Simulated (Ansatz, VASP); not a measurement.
## Sb3O2: VASP beside Ansatz

```
Sb O
1.0
     3.72187    2.14882    4.35843
    -3.72187    2.14882    4.35843
     0.00000   -4.29764    4.35843
Sb O
6 4
Direct
  0.25007 0.24993 0.75000
  0.75000 0.25007 0.24993
  0.24993 0.75000 0.25007
  0.74993 0.75007 0.25000
  0.25000 0.74993 0.75007
  0.75007 0.25000 0.74993
  0.87650 0.87650 0.87650
  0.62350 0.62350 0.62350
  0.12350 0.12350 0.12350
  0.37650 0.37650 0.37650
```

Alike in both runs: functional PBE; k mesh 3 × 3 × 3; occupations gaussian, width 0.1 eV; no spin polarisation.

Ansatz relaxed the structure, and its values are those at the end. VASP's run is a single point on that final structure, the one shown.

```csv
,VASP,Ansatz
version,VASP 6.6.1,Ansatz 0.2.0
potentials or method,"VASP PAW PBE potentials, release 64 (Sb, O), cutoff 520 eV","scalar-relativistic, plane waves, PAW"
valence electrons in the cell,54,114
```

```tsv
	VASP	Ansatz	Ansatz less VASP
gap on the k mesh at the Fermi level (eV)	none	none	-
pressure (GPa)	-0.4	0.0	+0.37
rms of the force components (eV/Å)	0.015	0.004	-0.0112
```

A gap of «none» marks a metal or a gap that the smearing closes. VASP's potentials hold 54 valence electrons a cell and Ansatz's 114, so a difference there can come from the potentials and not from the codes.

The k mesh is coarse, so the values compare programs but aren't converged. Neither program's run includes spin-orbit coupling.
